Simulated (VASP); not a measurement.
# CoSi16 (a cell with a defect) in VASP: notebook

CoSi16 (a cell with a defect) is run at these levels: LDA; tasks: single point.

Everything below comes from runs of VASP 6.6.1. Logs are shortened: lines on timing, memory, paths and dates and some standing lists are left out, and cuts for length are marked.

## 1. The cell of the first run

The cell holds a defect, 17 atoms: a = 7.679 Å, b = 7.679 Å, c = 7.679 Å, α = 60.00°, β = 60.00°, γ = 60.00°.

## 2. Single point, LDA, collinear spin, ferromagnetic start

The input, INCAR:

```
PREC = Accurate ; ENCUT = 520
EDIFF = 1E-6 ; ISMEAR = 0
SIGMA = 0.05 ; LREAL = Auto
LASPH = True ; NELM = 150
ALGO = Normal ; ISIF = 2
LWAVE = False ; LCHARG = False
ISPIN = 2 ; MAGMOM = 0 0 0 0 0 0 0 0 0 0 0 0 0 0 0 0 1
LORBIT = 11 ; LMAXMIX = 4
NBANDS = 54
```

The input, KPOINTS:

```
Automatic mesh
0
Gamma
  2 2 2
```

The input, POSCAR:

```
CoSi16
1.0
    0.0000000000      5.4300000000      5.4300000000
    5.4300000000      0.0000000000      5.4300000000
    5.4300000000      5.4300000000      0.0000000000
Si Co
16 1
Direct
    0.0007754298     -0.0005783394     -0.0007750710
    0.1273462291      0.1240942985      0.1242449361
    0.0005276219     -0.0000227156      0.5005185642
    0.1246184030      0.1276975957      0.6238389731
    0.0003876789      0.5003538691      0.0000328830
    0.1245503328      0.6240199892      0.1272787267
    0.0011662894      0.5003796635      0.4999719651
    0.1246704920      0.6247104406      0.6248404080
    0.4998664786     -0.0000680039      0.0000313906
    0.6243829596      0.1240324123      0.1239012910
    0.5000164991     -0.0004125983      0.5002495254
    0.6242321261      0.1243272766      0.6275312068
    0.4999475486      0.5004069732     -0.0006785835
    0.6241216164      0.6274253256      0.1243770010
    0.5000235163      0.5006662207      0.5006996502
    0.6285613777      0.6241563701      0.6239088745
    0.2517818008      0.7504994221      0.7499117589
```

Potentials or basis: VASP PAW LDA potentials, release 64 (Si, Co).

The run is started by

```console
$ cat potpaw_LDA.64/Si/POTCAR potpaw_LDA.64/Co/POTCAR > POTCAR
$ mpirun -np 1 vasp_std > vasp.out
```

OUTCAR:

```text
PREC = Accurate
   ENCUT = 520
   EDIFF = 1E-6
   ISMEAR = 0
   LREAL = Auto
   LASPH = True
   NELM = 150
   ISIF = 2
   ISPIN = 2
   LORBIT = 11

 ion  position               nearest neighbor table
   1  0.001  0.999  0.999-   4 2.35   6 2.35   2 2.36  10 2.36  17 2.71
   2  0.127  0.124  0.124-   9 2.34   5 2.36   1 2.36   3 2.36
   3  0.001  1.000  0.501-   4 2.35   8 2.35   2 2.36  12 2.36  17 2.72
   4  0.125  0.128  0.624-   7 2.34   3 2.35   1 2.35  11 2.35  17 2.37
   5  0.000  0.500  0.000-   6 2.35   8 2.35   2 2.36  14 2.36  17 2.72
   6  0.125  0.624  0.127-   7 2.34   5 2.35  13 2.35   1 2.35  17 2.37
   7  0.001  0.500  0.500-  16 2.34   4 2.34   6 2.34   8 2.34
   8  0.125  0.625  0.625-   7 2.34   5 2.35   3 2.35  15 2.35  17 2.37
   9  0.500  1.000  0.000-  10 2.34  12 2.34  14 2.34   2 2.34
  10  0.624  0.124  0.124-   9 2.34  11 2.36  13 2.36   1 2.36
  11  0.500  1.000  0.500-   4 2.35  16 2.35  12 2.36  10 2.36  17 2.70
  12  0.624  0.124  0.628-   9 2.34  11 2.36   3 2.36  15 2.36
  13  0.500  0.500  0.999-   6 2.35  16 2.35  14 2.36  10 2.36  17 2.70
  14  0.624  0.627  0.124-   9 2.34  13 2.36   5 2.36  15 2.36
  15  0.500  0.501  0.501-  16 2.35   8 2.35  14 2.36  12 2.36  17 2.71
  16  0.629  0.624  0.624-   7 2.34  15 2.35  13 2.35  11 2.35  17 2.36
  17  0.252  0.750  0.750-  16 2.36   4 2.37   6 2.37   8 2.37  11 2.70  13 2.70   1 2.71  15 2.71
                             3 2.72   5 2.72

  LATTYP: Found a face centered cubic cell.
 ALAT       =    10.8600000000

  Lattice vectors:

 A1 = (   0.0000000000,   5.4300000000,   5.4300000000)
 A2 = (   5.4300000000,   0.0000000000,   5.4300000000)
 A3 = (   5.4300000000,   5.4300000000,   0.0000000000)

Analysis of symmetry for initial positions (statically):
=====================================================================
 Subroutine PRICEL returns:
 Original cell was already a primitive cell.

 Routine SETGRP: Setting up the symmetry group for a
 face centered cubic supercell.

 Subroutine GETGRP returns: Found  1 space group operations
 (whereof  1 operations were pure point group operations)
 out of a pool of 48 trial point group operations.

The static configuration has the point symmetry C_1 .

Analysis of symmetry for dynamics (positions and initial velocities):
=====================================================================
 Subroutine PRICEL returns:
 Original cell was already a primitive cell.

 Routine SETGRP: Setting up the symmetry group for a
 face centered cubic supercell.

 Subroutine GETGRP returns: Found  1 space group operations
 (whereof  1 operations were pure point group operations)
 out of a pool of 48 trial point group operations.

The dynamic configuration has the point symmetry C_1 .

Analysis of structural, dynamic, and magnetic symmetry:
=====================================================================
 Subroutine PRICEL returns:
 Original cell was already a primitive cell.

 Routine SETGRP: Setting up the symmetry group for a
 face centered cubic supercell.

 Subroutine GETGRP returns: Found  1 space group operations
 (whereof  1 operations were pure point group operations)
 out of a pool of 48 trial point group operations.

The overall configuration has the point symmetry C_1 .

 Subroutine INISYM returns: Found  1 space group operations
 (whereof  1 operations are pure point group operations),
 and found     1 'primitive' translations

----------------------------------------------------------------------------------------

                                     Primitive cell

  volume of cell :     320.2060

  direct lattice vectors                    reciprocal lattice vectors
     0.000000000  5.430000000  5.430000000    -0.092081031  0.092081031  0.092081031
     5.430000000  0.000000000  5.430000000     0.092081031 -0.092081031  0.092081031
     5.430000000  5.430000000  0.000000000     0.092081031  0.092081031 -0.092081031

  length of vectors
     7.679179644  7.679179644  7.679179644     0.159489025  0.159489025  0.159489025

  position of ions in fractional coordinates (direct lattice)
     0.000775430  0.999421661  0.999224929
     0.127346229  0.124094298  0.124244936
     0.000527622  0.999977284  0.500518564
     0.124618403  0.127697596  0.623838973
     0.000387679  0.500353869  0.000032883
     0.124550333  0.624019989  0.127278727
[... 9 lines left out ...]
     0.628561378  0.624156370  0.623908875
[... 67 lines left out ...]
   PREC   = accura    normal or accurate (medium, high low for compatibility)
   ISTART =      0    job   : 0-new  1-cont  2-samecut
   ICHARG =      2    charge: 1-file 2-atom 10-const
   ISPIN  =      2    spin polarized calculation?
   LNONCOLLINEAR =      F non collinear calculations
   LSORBIT =      F    spin-orbit coupling
   LASPH  =      T    aspherical Exc in radial PAW
   ENCUT  =  520.0 eV  38.22 Ry    6.18 a.u.  14.28 14.28 14.28*2*pi/ulx,y,z
   NELM   =    150;   NELMIN=  2; NELMDL= -5     # of ELM steps
   EDIFF  = 0.1E-05   stopping-criterion for ELM
   LREAL  =      T    real-space projection
   EDIFFG = 0.1E-04   stopping-criterion for IOM
   NSW    =      0    number of steps for IOM
   IBRION =     -1    ionic relax: 0-MD 1-quasi-New 2-CG
   NFREE  =      0    steps in history (QN), initial steepest desc. (CG)
   ISIF   =      2    stress and relaxation
   ISYM   =      2    0-nonsym 1-usesym 2-fastsym
   POTIM  = 0.5000    time-step for ionic-motion
   TEBEG  =    0.0;   TEEND  =   0.0 temperature during run
   PSTRESS=    0.0 pullay stress
   NELECT =      73.0000    total number of electrons
   NUPDOWN=      -1.0000    fix difference up-down
   EMIN   =  10.00;   EMAX   =-10.00  energy-range for DOS
   EFERMI =   0.00;   METHOD = LEGACY
   ISMEAR =     0;   SIGMA  =   0.05  broadening in eV -4-tet -1-fermi 0-gaus
   EFERMI_NEDOS =   21; number of points for ismear=-14 and -15
   IALGO  =     38    algorithm
   IMIX   =      4    mixing-type and parameters
     AMIX     =   0.40;   BMIX     =  1.00
     AMIX_MAG =   1.60;   BMIX_MAG =  1.00
  volume/ion in A,a.u.               =      18.84       127.11
  Fermi-wavevector in a.u.,A,eV,Ry     =   1.000090  1.889897 13.608288  1.000181
  Thomas-Fermi vector in A             =   2.132424
   LORBIT       =     11    0 simple, 1 ext, 2 COOP (PROOUT), +10 PAW based schemes
   GGA     = CA    functional components
   LHFCALC =     F    Hartree Fock is set to
   AEXX    =    0.0000 exact exchange contribution
   IVDW    =     0    specifies the selected vdW correction
   LEPSILON=     F    determine dielectric tensor
   LRPA    =     F    only Hartree local field effects (RPA)
 spin polarized calculation
 Gauss-broadening in eV      SIGMA  =   0.05
  energy-cutoff  :      520.00
  volume of cell :      320.21
 maximum number of plane-waves:      8646
 NGX is ok and might be reduce to    60
   NGX = 29   NGY = 29   NGZ = 29

 number of electron      73.0000003 magnetization       0.0989632

 number of electron      73.0000003 magnetization      -0.3786788

 Free energy of the ion-electron system (eV)
  ---------------------------------------------------
  ext. energy  EPLUGINS =         0.00000000
  ---------------------------------------------------
  free energy    TOTEN  =      -101.13948323 eV

  energy without entropy =     -101.12242051  energy(sigma->0) =     -101.13095187

 E-fermi :   6.3501     XC(G=0):  -9.8744

 val. band max:        6.3232578724   @ k =   0.0000   0.0000   0.0000
 cond. band min:       6.4084407955   @ k =   0.0000   0.0000   0.0000
 fundamental gap:      0.0851829231
 Fermi energy:         6.3500685749

 spin component 1

 k-point     1 :       0.0000    0.0000    0.0000
  band No.  band energies     occupation
      1      -5.9271      1.00000
      2      -3.5573      1.00000
      3      -3.5571      1.00000
      4      -3.5554      1.00000
      5      -3.5216      1.00000
      6      -1.9301      1.00000
[... 397 lines left out ...]
     47      10.3740      0.00000
     48      10.4297      0.00000
 Fermi energy:         6.3500685749

 spin component 2

 k-point     1 :       0.0000    0.0000    0.0000
  band No.  band energies     occupation
      1      -5.9391      1.00000
      2      -3.5704      1.00000
      3      -3.5701      1.00000
      4      -3.5688      1.00000
      5      -3.5310      1.00000
      6      -1.9406      1.00000
[... 397 lines left out ...]
     47      10.3611      0.00000
     48      10.4180      0.00000
 [bands above 48 left out]

------------------------ aborting loop because EDIFF is reached ----------------------------------------

  FORCE on cell =-STRESS in cart. coord.  units (eV):
  Direction    XX          YY          ZZ          XY          YZ          ZX
  --------------------------------------------------------------------------------------
  -------------------------------------------------------------------------------------
  Total       -3.9207074     -3.9093003     -3.9016434      0.0001292      0.0178753      0.0021063
  in kB      -19.6175845    -19.5605081    -19.5221959      0.0006463      0.0894407      0.0105388
  external PRESSURE =     -19.5667629 kB  Pullay stress =       0.0000000 kB

 VOLUME and BASIS-vectors are now :
 -----------------------------------------------------------------------------
  energy-cutoff  :      520.00
  volume of cell :      320.21
      direct lattice vectors                 reciprocal lattice vectors
     0.000000000  5.430000000  5.430000000    -0.092081031  0.092081031  0.092081031
     5.430000000  0.000000000  5.430000000     0.092081031 -0.092081031  0.092081031
     5.430000000  5.430000000  0.000000000     0.092081031  0.092081031 -0.092081031

 POSITION                                       TOTAL-FORCE (eV/Angst)
 -----------------------------------------------------------------------------------
     10.85265      5.43000      5.43107        -0.054890      0.004245      0.007483
      1.34848      1.36614      1.36532        -0.017982      0.012409      0.010498
      8.14769      2.72068      5.43274         0.001578      0.052174      0.009585
      4.08084      4.06412      1.37008         0.067758     -0.074566      0.059150
      2.71710      0.00228      2.71903         0.000590      0.006084      0.050103
      4.07955      1.36743      4.06474         0.066437      0.060481     -0.076626
[... 9 lines left out ...]
      6.77699      6.80091      6.80226        -0.070924      0.064260      0.061701
      8.14723      5.43920      5.44239         0.002110      0.004036      0.005945
 -----------------------------------------------------------------------------------
    total drift:                               -0.002298      0.001404      0.001195

  FREE ENERGIE OF THE ION-ELECTRON SYSTEM (eV)
  ---------------------------------------------------
  free  energy   TOTEN  =      -101.1394832338 eV

  energy  without entropy=     -101.1224205051  energy(sigma->0) =     -101.13095187

 total charge

# of ion       s       p       d       tot
------------------------------------------
    1        0.742   0.951   0.000   1.693
    2        0.751   0.945   0.000   1.697
    3        0.742   0.951   0.000   1.693
    4        0.739   0.970   0.000   1.708
    5        0.742   0.951   0.000   1.693
    6        0.739   0.970   0.000   1.708
[... 9 lines left out ...]
   16        0.739   0.969   0.000   1.708
   17        0.386   0.409   7.583   8.379
--------------------------------------------------
tot         12.310  15.672   7.583  35.566

 magnetization (x)

# of ion       s       p       d       tot
------------------------------------------
    1       -0.000  -0.004   0.000  -0.004
    2        0.000  -0.002   0.000  -0.002
    3       -0.000  -0.004   0.000  -0.004
    4       -0.000  -0.010   0.000  -0.010
    5       -0.000  -0.004   0.000  -0.004
    6       -0.000  -0.010   0.000  -0.010
[... 9 lines left out ...]
   16       -0.000  -0.010   0.000  -0.010
   17       -0.000  -0.001  -0.187  -0.187
--------------------------------------------------
tot         -0.001  -0.077  -0.187  -0.265
```

Run time: 12 min. Hardware: 1 thread of AMD EPYC 9R45 (Zen 5), shared host; peak memory 0.47 GiB.

What came out:

* Free energy: -101.1395 eV
* Pressure: -2.0 GPa
* Largest force: 0.120 eV/Å
* Net moment: -0.38 μB per cell
* Site moments: Si -0.00, -0.01 (each value once); Co -0.19 μB
* Valence electrons inside the program's atomic spheres: Si 1.69, 1.70, 1.71, 1.72 (each value once); Co 8.38

Forces in eV/Å, atoms in the order of the input:
```
Si  -0.055  0.004  0.007
Si  -0.018  0.012  0.010
Si   0.002  0.052  0.010
Si   0.068 -0.075  0.059
Si   0.001  0.006  0.050
Si   0.066  0.060 -0.077
Si   0.000  0.004  0.005
Si  -0.064 -0.071 -0.073
Si   0.002  0.005  0.007
Si  -0.016 -0.018 -0.018
Si  -0.001  0.005 -0.059
Si   0.016  0.011 -0.019
Si  -0.001 -0.056  0.008
Si   0.016 -0.019  0.010
Si   0.053  0.009  0.011
Si  -0.071  0.064  0.062
Co   0.002  0.004  0.006
```

Levels at points of the mesh, in eV from the Fermi level:
Spin up:
```tsv
k point	band 32	band 33	band 34	band 35	band 36	band 37	band 38	band 39	band 40	band 41
(0.00, 0.00, 0.00)	-0.93	-0.28	-0.04	-0.03	-0.03	0.06	0.06	0.63	0.64	0.81
(0.50, 0.00, 0.00)	-1.11	-1.10	-0.60	-0.59	-0.04	-0.04	0.74	1.25	1.33	1.34
(0.00, 0.50, 0.00)	-1.11	-1.10	-0.60	-0.58	-0.04	-0.04	0.74	1.24	1.33	1.34
(0.00, 0.00, 0.50)	-1.11	-1.10	-0.60	-0.58	-0.04	-0.04	0.74	1.24	1.33	1.34
(0.50, 0.50, 0.50)	-1.10	-1.10	-0.59	-0.59	-0.04	-0.04	0.75	1.23	1.34	1.34
(0.50, 0.50, 0.00)	-1.47	-1.39	-0.85	-0.66	-0.65	0.19	0.82	1.29	2.04	2.04
(0.00, 0.50, 0.50)	-1.47	-1.39	-0.85	-0.66	-0.65	0.19	0.82	1.29	2.04	2.04
(0.50, 0.00, 0.50)	-1.47	-1.39	-0.85	-0.66	-0.65	0.19	0.82	1.29	2.04	2.04
```
Spin down:
```tsv
k point	band 33	band 34	band 35	band 36	band 37	band 38	band 39	band 40	band 41	band 42
(0.00, 0.00, 0.00)	-0.29	-0.06	-0.05	-0.05	-0.03	-0.03	0.59	0.59	0.78	0.79
(0.50, 0.00, 0.00)	-1.15	-0.67	-0.66	-0.13	-0.12	0.72	1.23	1.32	1.32	1.49
(0.00, 0.50, 0.00)	-1.15	-0.67	-0.66	-0.13	-0.12	0.72	1.23	1.32	1.32	1.49
(0.00, 0.00, 0.50)	-1.14	-0.67	-0.66	-0.13	-0.12	0.72	1.23	1.32	1.32	1.49
(0.50, 0.50, 0.50)	-1.14	-0.67	-0.66	-0.12	-0.12	0.73	1.22	1.32	1.32	1.49
(0.50, 0.50, 0.00)	-1.48	-1.00	-0.75	-0.74	0.07	0.79	1.26	2.03	2.03	2.06
(0.00, 0.50, 0.50)	-1.48	-1.00	-0.74	-0.74	0.06	0.79	1.26	2.03	2.03	2.06
(0.50, 0.00, 0.50)	-1.48	-1.00	-0.75	-0.74	0.06	0.79	1.26	2.03	2.03	2.06
```

Caveat: the k points lie up to 0.50 Å⁻¹ apart.

## 3. Single point, LDA, collinear spin, ferromagnetic start

Changes to INCAR since step 2:

```diff
@@ -8,2 +8,2 @@
 LORBIT = 11 ; LMAXMIX = 4
-NBANDS = 54
+GGA = CA ; NBANDS = 54
```

KPOINTS is that of step 2.

The input, POSCAR:

```
CoSi16
1.0
    0.0000000000      5.4300000000      5.4300000000
    5.4300000000      0.0000000000      5.4300000000
    5.4300000000      5.4300000000      0.0000000000
Si Co
16 1
Direct
    0.0007727017     -0.0025767060      0.0007153037
    0.1253670371      0.1247694962      0.1250433803
   -0.0026373660      0.0010869588      0.5004450476
    0.1252810616      0.1244674783      0.6243880935
    0.0008545149      0.5010746442      0.0006780043
    0.1250549484      0.6249421376      0.1250851022
    0.0009092127      0.5007477909      0.4975915898
    0.1254368762      0.6257705930      0.6243186174
    0.5007619974      0.0011250326     -0.0031650123
    0.6244415988      0.1244478083      0.1251112092
    0.5005959980      0.0004668941      0.5004749846
    0.6247048883      0.1253272897      0.6241932774
    0.4975492523      0.5007431832      0.0008605289
    0.6245072040      0.6257864275      0.1251348577
    0.5007919239      0.4979983880      0.5005213471
    0.6246420625      0.6252610517      0.6245811697
    0.3745333482      0.8754660519      0.3738283188
```

Potentials or basis: VASP PAW LDA potentials, release 64 (Si, Co).

The run is started by

```console
$ cat potpaw_LDA.64/Si/POTCAR potpaw_LDA.64/Co/POTCAR > POTCAR
$ mpirun -np 1 vasp_std > vasp.out
```

Run time: 12 min. Hardware: 1 thread of AMD EPYC 9R45 (Zen 5), shared host; peak memory 0.48 GiB.

It converged, with:

```
Free energy                                           : -101.1396 eV
Pressure                                              : -2.0 GPa
Largest force                                         : 0.120 eV/Å
Net moment                                            : -0.38 μB per cell
Site moments                                          : Si -0.00, -0.01 (each value once); Co -0.19 μB
Valence electrons inside the program's atomic spheres : Si 1.70, 1.69, 1.71, 1.72 (each value once); Co 8.38
```

Forces in eV/Å, atoms in the order of the input:
```
Si  -0.014  0.017 -0.015
Si  -0.002  0.058  0.000
Si   0.071 -0.064 -0.069
Si  -0.050 -0.006  0.000
Si   0.016  0.016  0.015
Si  -0.002 -0.006  0.000
Si  -0.016 -0.013  0.017
Si  -0.002 -0.005  0.050
Si  -0.067 -0.065  0.069
Si  -0.003 -0.006 -0.051
Si   0.068  0.073  0.066
Si   0.000  0.000  0.000
Si   0.017 -0.013 -0.016
Si   0.053 -0.005  0.001
Si  -0.065  0.074 -0.067
Si  -0.002 -0.051  0.000
Co  -0.002 -0.005  0.000
```

Levels at points of the mesh, in eV from the Fermi level:
Spin up:
```csv
k point,band 33,band 34,band 35,band 36,band 37,band 38,band 39,band 40
"(0.00, 0.00, 0.00)",-0.28,-0.04,-0.03,-0.03,0.06,0.06,0.63,0.64
"(0.50, 0.00, 0.00)",-1.10,-0.59,-0.59,-0.04,-0.04,0.74,1.24,1.33
"(0.00, 0.50, 0.00)",-1.10,-0.59,-0.59,-0.04,-0.04,0.74,1.24,1.33
"(0.00, 0.00, 0.50)",-1.10,-0.59,-0.59,-0.04,-0.04,0.74,1.25,1.33
"(0.50, 0.50, 0.50)",-1.10,-0.59,-0.59,-0.04,-0.04,0.74,1.24,1.34
"(0.50, 0.50, 0.00)",-1.39,-0.85,-0.65,-0.65,0.19,0.82,1.29,2.04
"(0.00, 0.50, 0.50)",-1.39,-0.85,-0.66,-0.65,0.20,0.82,1.29,2.04
"(0.50, 0.00, 0.50)",-1.39,-0.85,-0.66,-0.65,0.20,0.82,1.29,2.04
```
Spin down:
```
           k point  band 35  band 36  band 37  band 38  band 39  band 40
(0.00, 0.00, 0.00)    -0.05    -0.05    -0.03    -0.03     0.59     0.59
(0.50, 0.00, 0.00)    -0.66    -0.13    -0.12     0.72     1.23     1.32
(0.00, 0.50, 0.00)    -0.66    -0.13    -0.12     0.73     1.22     1.32
(0.00, 0.00, 0.50)    -0.66    -0.13    -0.12     0.72     1.23     1.32
(0.50, 0.50, 0.50)    -0.66    -0.13    -0.12     0.73     1.22     1.32
(0.50, 0.50, 0.00)    -0.74    -0.74     0.06     0.79     1.26     2.03
(0.00, 0.50, 0.50)    -0.75    -0.74     0.06     0.79     1.26     2.03
(0.50, 0.00, 0.50)    -0.75    -0.74     0.06     0.79     1.26     2.03
```

Caveat: the k points lie up to 0.50 Å⁻¹ apart.
